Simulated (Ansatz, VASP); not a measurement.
**CoO in VASP and in Ansatz**

Contents of INCAR:

```
SYSTEM = CoO
PREC = Accurate
ENCUT = 520
EDIFF = 1E-7
ISMEAR = -1
SIGMA = 0.05
LREAL = .FALSE.
LASPH = .TRUE.
NELM = 150
ALGO = Normal
ISIF = 2
LWAVE = .FALSE.
LCHARG = .TRUE.
ISPIN = 2
MAGMOM = 0.5 0
LORBIT = 11
NUPDOWN = 0.5
LMAXMIX = 4
GGA = PS
LELF = .TRUE.
LVHAR = .TRUE.
NBANDS = 18
```

Contents of KPOINTS:

```
Automatic mesh
0
G
  10 10 10
  0 0 0
```

The input POSCAR:

```
CoO
1.0
   -1.5080000000      1.5080000000      2.1072475377
    1.5080000000     -1.5080000000      2.1072475377
    1.5080000000      1.5080000000     -2.1072475377
Co O
1 1
Direct
    0.0000000000      0.0000000000      0.0000000000
    0.5000000000      0.5000000000      0.0000000000
```

File input.yaml:

```yaml
crystal:
  lattice:
    - [-1.508, 1.508, 2.1072475377]
    - [1.508, -1.508, 2.1072475377]
    - [1.508, 1.508, -2.1072475377]
  atoms:
    - { symbol: Co, position: [0.0, 0.0, 0.0], spin: 0.5 }
    - { symbol: O, position: [0.5, 0.5, 0.0] }
hamiltonian:
  xc: pbesol
  pseudopotentials: { kind: paw }
magnetization:
  spin_polarized: true
  initial_magnetization: 0.5
  spin_locking: { lock_magnetization: hard }
kpoints:
  mp_grid: { grid: [10, 10, 10] }
scf:
  occupations: { method: fermi_dirac, width: 0.05 }
  lower_state_search: "off"
output:
  forces: true
  stress: true
  eigenvalues: true
```

Alike in both runs: task single point; functional PBEsol; k mesh 10 × 10 × 10; occupations fermi-dirac, width 0.05 eV; collinear spin; fixed moment 0.5 μB.

|  | VASP | Ansatz |
| --- | --- | --- |
| version | VASP 6.6.1 | Ansatz 0.2.0 |
| potentials or method | VASP PAW PBE potentials, release 64 (Co, O) | Ansatz PAW |
| plane-wave cutoff (eV) | 520 | 420 |
| valence electrons in the cell | 15 | 23 |

Ansatz gave:

| Quantity | Value |
| --- | --- |
| pressure (GPa) | -26.4 |
| traceless stress, the component that is largest in VASP (GPa) | 0.23 |
| net moment per atom (μB) | 0.25 |
| size of the moment on the site where the two differ most (μB) | 0.48 |

**Question.** Estimate VASP's values.

**Answer.** Pressure (GPa): -26.6; traceless stress, the component that is largest in VASP (GPa): 0.27; net moment per atom (μB): 0.25; size of the moment on the site where the two differ most (μB): 0.50.

VASP's potentials were made for PBE, not for PBEsol. Site moments also hang on the region over which each program counts them. VASP's potentials hold 15 valence electrons a cell and Ansatz's 23, so a difference there can come from the potentials and not from the codes.
